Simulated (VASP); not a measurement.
Runs of VASP 6.6.1 on Cu. The structure is that of space group P6_3/mmc (No. 194), or close to it. The cells are those of the table. This isn't the form of Cu at room conditions, which is fcc.

```tsv
cell	k mesh	gap on the mesh (eV)	pressure (GPa)
a = 2.555, b = 2.555, c = 8.342 Å, angles 90.0, 90.0, 120.0°, 4 atoms	16 × 16 × 5	none	6.4
a = 2.657, b = 2.657, c = 8.676 Å, angles 90.0, 90.0, 120.0°, 4 atoms	16 × 16 × 5	none	(b)
a = 2.624, b = 2.624, c = 8.567 Å, angles 90.0, 90.0, 120.0°, 4 atoms	16 × 16 × 5	none	-4.0
a = 2.519, b = 2.519, c = 8.224 Å, angles 90.0, 90.0, 120.0°, 4 atoms	16 × 16 × 5	none	13.9
a = 2.482, b = 2.482, c = 8.103 Å, angles 90.0, 90.0, 120.0°, 4 atoms	16 × 16 × 5	none	23.1
a = 2.590, b = 2.590, c = 8.456 Å, angles 90.0, 90.0, 120.0°, 4 atoms	16 × 16 × 5	none	(c)
a = 2.689, b = 2.689, c = 8.782 Å, angles 90.0, 90.0, 120.0°, 4 atoms	16 × 16 × 5	none	(a)
a = 2.590, b = 2.590, c = 8.456 Å, angles 90.0, 90.0, 120.0°, 4 atoms	14 × 14 × 4	none	0.6
```

Alike in all rows: task single point; level revPBE; potentials or basis VASP PAW PBE potentials, release 64 (Cu); no spin polarisation; cutoff (eV) 520; smearing fermi-dirac 0.1 eV.

Task: Estimate the missing entries.

Result: (a) -10.4; (b) -7.5; (c) 0.7.

Caveats: the PAW data sets were made with another functional, which shifts forces and pressure a little; the cell stands under pressure (at least some runs); the cell stands under tension (at least some runs).

A gap of «none» marks levels without a gap at the run's occupations.
